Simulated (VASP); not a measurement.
A run of VASP 6.6.1 is set up as follows.

INCAR

```
PREC = Accurate
ENCUT = 520
EDIFF = 1E-7
ISMEAR = 0
SIGMA = 0.1
LREAL = False
LASPH = True
NELM = 60
ALGO = Fast
ISIF = 2
LWAVE = False
LCHARG = False
GGA = PE
NBANDS = 45
```

File KPOINTS:

```
Automatic mesh
0
Gamma
  4 4 4
```

File POSCAR:

```
Cu2W
1.0
    4.4713837100      0.0000000000      0.0000000000
    0.0000000000      4.4713837100      0.0000000000
    0.0000000000      0.0000000000      4.4713837100
Cu W
4 2
Direct
    0.2500000000      0.7500000000      0.2500000000
    0.7500000000      0.2500000000      0.2500000000
    0.2500000000      0.2500000000      0.7500000000
    0.7500000000      0.7500000000      0.7500000000
    0.0000000000      0.0000000000      0.0000000000
    0.5000000000      0.5000000000      0.5000000000
```

Potentials or basis: VASP PAW PBE potentials, release 64 (Cu, W_sv).

Run with:

```bash
$ cat potpaw_PBE.64/Cu/POTCAR potpaw_PBE.64/W_sv/POTCAR > POTCAR
$ mpirun -np 1 vasp_std > vasp.out
```

Problem. Estimate the band gap on the k mesh.

Solution. Zero (band 36 reaches 7.94 eV, above the bottom of band 37 at 6.61 eV).

Problem. Estimate the pressure.

Solution. 106.8 GPa.

Caveat: spin-orbit coupling is left out, which moves the levels of the heavy elements.
